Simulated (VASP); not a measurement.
# SiNi: single point with PBEsol

Crystal: SiNi.

```
Si Ni
1.0
     5.18161    0.00000    0.00000
     0.00000    3.40850    0.00000
     0.00000    0.00000    5.66783
Si Ni
4 4
Direct
  0.31845 0.75000 0.08442
  0.18155 0.25000 0.58442
  0.81845 0.75000 0.41558
  0.68155 0.25000 0.91558
  0.00686 0.25000 0.19043
  0.49314 0.75000 0.69043
  0.50686 0.25000 0.30957
  0.99314 0.75000 0.80957
```

This cell differs from its parent crystal: volume scaled by 1.06, then relaxed in part.

- Program: VASP 6.6.1
- Task: single point
- Functional: PBEsol
- Potentials or basis: VASP PAW PBE potentials, release 64 (Si, Ni)
- Cutoff: 520 eV
- k mesh: 8 × 10 × 6
- Occupations: gaussian, width 0.1 eV
- Spin: no spin polarisation

```yaml
Pressure: -9.1 GPa
Largest_force: 0.012 eV/Å
Band_gap_on_the_k_mesh: zero (band 28 reaches 10.91 eV, above the bottom of band 29 at 9.10 eV)
```

Forces on the atoms (eV/Å):
```
Si  -0.002  0.000  0.000
Si   0.002  0.000  0.000
Si  -0.002  0.000  0.000
Si   0.002  0.000  0.000
Ni   0.012  0.000 -0.001
Ni  -0.012  0.000 -0.001
Ni   0.012  0.000  0.001
Ni  -0.012  0.000  0.001
```

Stress tensor (GPa, compression positive):
```
-9.08  0.00  0.00
 0.00 -9.22  0.00
 0.00  0.00 -9.14
```

Levels at points of the mesh, in eV from the Fermi level:
| k point | band 24 | band 25 | band 26 | band 27 | band 28 | band 29 | band 30 | band 31 | band 32 | band 33 |
| --- | --- | --- | --- | --- | --- | --- | --- | --- | --- | --- |
| (0.00, 0.00, 0.00) | -1.88 | -1.81 | -1.13 | -1.11 | -0.90 | 0.66 | 1.20 | 3.35 | 3.70 | 3.98 |
| (0.50, 0.00, 0.00) | -1.95 | -1.78 | -1.78 | 1.04 | 1.04 | 1.09 | 1.09 | 3.52 | 3.52 | 4.48 |
| (0.00, 0.50, 0.00) | -2.05 | -1.82 | -1.82 | -1.38 | -1.38 | -0.59 | -0.59 | 1.92 | 1.92 | 2.43 |
| (0.50, 0.50, 0.00) | -1.99 | -1.62 | -1.62 | -1.62 | -1.62 | 0.38 | 0.38 | 0.38 | 0.38 | 4.20 |
| (0.00, 0.00, 0.50) | -1.99 | -1.37 | -1.37 | -0.24 | -0.24 | 0.88 | 0.88 | 3.12 | 3.12 | 4.26 |
| (0.50, 0.00, 0.50) | -2.04 | -0.96 | -0.96 | 0.79 | 0.79 | 2.27 | 2.27 | 2.67 | 2.67 | 2.72 |
| (0.00, 0.50, 0.50) | -1.95 | -1.90 | -1.90 | -1.65 | -1.65 | 0.19 | 0.19 | 1.20 | 1.20 | 2.14 |
| (0.50, 0.50, 0.50) | -2.10 | -1.82 | -1.82 | -1.82 | -1.82 | 2.43 | 2.43 | 2.43 | 2.43 | 3.43 |

It took 20 min on 1 thread of AMD EPYC 7571, on a shared host, peak memory 0.42 GiB.

Caveat: the PAW data sets were made with another functional, which shifts forces and pressure a little. Spin polarisation is off, so any magnetic state and its effect on volume and gap are missing.
